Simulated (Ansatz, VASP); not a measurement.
# Li: VASP beside Ansatz

```
Li
1.0
     1.55050    0.89518    7.36065
    -1.55050    0.89518    7.36065
     0.00000   -1.79036    7.36065
Li
3
Direct
  0.00000 0.00000 0.00000
  0.22200 0.22200 0.22200
  0.77800 0.77800 0.77800
```

Change from the starting cell: zz strain of -3 %, PAW files.

Alike in both runs: task electric field gradients; functional PBEsol; k mesh 12 × 12 × 12; occupations fermi-dirac, width 0.05 eV; no spin polarisation.

|  | VASP | Ansatz |
| --- | --- | --- |
| version | VASP 6.6.1 | Ansatz 0.2.0 |
| potentials or method | VASP PAW PBE potentials, release 64 (Li_sv) | PAW with Ansatz's default frozen-core files, scalar-relativistic |
| plane-wave cutoff (eV) | 520 | 420 |
| valence electrons in the cell | 9 | 9 |

```tsv
	VASP	Ansatz	Ansatz less VASP
rms of the force components (eV/Å)	0.005	0.005	+0.0001
size of Vzz on the site where it differs most (V/Å²)	0.2	0.2	-0.02
```

VASP's potentials were made for PBE, not for PBEsol. Atom by atom the forces differ by 0.000 eV/Å (rms over components). With one functional, cell and mesh, what is left measures potentials, basis and numerics.

Noted on VASP's run: the cutoff is under 1.25 times that of the potentials, so the pressure is a little rough.
